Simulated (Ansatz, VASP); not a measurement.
**Two plane-wave programs on Sn**

```
CELL_PARAMETERS angstrom
-1.72654 1.77555 2.33834
1.72654 -1.77555 2.33834
1.72654 1.77555 -2.33834
ATOMIC_POSITIONS crystal
Sn 0.00000 0.00000 0.00000
```

Alike in both runs: task single point; functional LDA; k mesh 14 × 14 × 14; occupations gaussian, width 0.05 eV; no spin polarisation.

```csv
,VASP,Ansatz
version,VASP 6.6.1,Ansatz 0.2.0
potentials or method,"VASP PAW LDA potentials, release 64 (Sn_d), cutoff 520 eV","scalar-relativistic, plane waves, PAW"
valence electrons in the cell,14,14
```

Ansatz gave:

| Quantity | Value |
| --- | --- |
| gap on the k mesh at the Fermi level (eV) | none |
| pressure (GPa) | -4.6 |
| traceless stress, the component that is largest in VASP (GPa) | -0.39 |

Task: What did VASP give for the same quantities?

Result: gap on the k mesh at the Fermi level (eV): none; pressure (GPa): -4.6; traceless stress, the component that is largest in VASP (GPa): -0.41.

LDA's correlation is that of Perdew and Zunger in VASP and of Perdew and Wang (1992) in Ansatz. A gap of «none» marks a metal or a gap that the smearing closes.
